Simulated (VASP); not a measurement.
Input of a VASP 6.6.1 run:

The input INCAR:

```
SYSTEM = H4CO
ALGO = Normal
EDIFF = 1E-6
ENCUT = 520
GGA = PE
GGA_COMPAT = .False.
ISIF = 2
ISMEAR = -1
IVDW = 12
LASPH = .True.
LCHARG = .True.
LELF = .True.
LREAL = Auto
LVHAR = .True.
LWAVE = .False.
NBANDS = 66
NELM = 120
PREC = Accurate
SIGMA = 0.05
```

Contents of KPOINTS:

```
k-points
0
Gamma
  1 1 1
  0 0 0
```

The input POSCAR:

```
H4CO
1.0
    7.1256230000      0.0000000000      0.0000000000
    0.0000000000      7.1256230000      0.0000000000
    0.0000000000      0.0000000000      7.1256230000
C O H
6 6 24
Direct
    0.7635121869      0.0472941103      0.3988563526
    0.2634716992     -0.0199280821      0.2828945623
    0.4955777200      0.6912799063      0.6576407424
    0.0849609922      0.4935989457      0.5791212923
   -0.0337514348      0.8913325894      0.8294572980
    0.1836471001      0.4605351700      0.0568371355
    0.7185757652     -0.1125234944      0.2902904069
    0.4150233601      0.0902798254      0.2211315418
    0.5463662616      0.5565267767      0.5174003733
    0.2144654580      0.3622139426      0.4952409074
    0.1503026472      0.9124675835      0.7516395409
    0.2325130027      0.2878485151     -0.0216682808
    0.6575986408      0.0863222767      0.5135129939
    0.8078311188     -0.1400579290      0.1992246853
    0.8989670096      0.0505499659      0.4661066127
    0.7544603468      0.1847557750      0.3230033360
    0.1643084401      0.0726392626      0.3434366370
    0.5123341496      0.0146934521      0.1683221243
    0.1987756018     -0.0877817982      0.1729111967
    0.3170249114     -0.1229787206      0.3852575417
    0.4542199328      0.6088590429      0.7869627680
    0.6448979970      0.6213632127      0.4533498334
    0.6051400699      0.7937411227      0.6982126335
    0.3719394080      0.7852646709      0.6159882441
   -0.0569353725      0.4497711990      0.5569056909
    0.3377388896      0.4380248576      0.4848137489
    0.1118919707      0.4882239770      0.7171162437
    0.1130848489      0.6401685860      0.5321078592
   -0.1177019890      0.8501151408      0.7169197697
    0.1647154221      1.0414106949      0.7447068137
   -0.0347478389      0.8180056677      0.9739920285
   -0.0757267119      1.0430386227      0.8489082288
    0.0272397235      0.4717061231      0.0541847358
    0.3333743590      0.2478520124      0.0553214786
    0.2339444565      0.4726463918      0.2039540964
    0.2370880413      0.5991335775     -0.0091641110
```

Potentials or basis: VASP PAW PBE potentials, release 64 (C, O, H).

Command:

```sh
$ cat potpaw_PBE.64/C/POTCAR potpaw_PBE.64/O/POTCAR potpaw_PBE.64/H/POTCAR > POTCAR
$ mpirun -np 1 vasp_gam > vasp.out
```

(1) Estimate the band gap on the k mesh.

(2) Estimate the pressure.

(3) What does it give for the dispersion energy per atom?

Results:

(1) 4.31 eV.

(2) 2.6 GPa.

(3) -0.039 eV.

Caveat: the k points lie up to 0.88 Å⁻¹ apart; the atoms stand as in a frame of molecular dynamics.
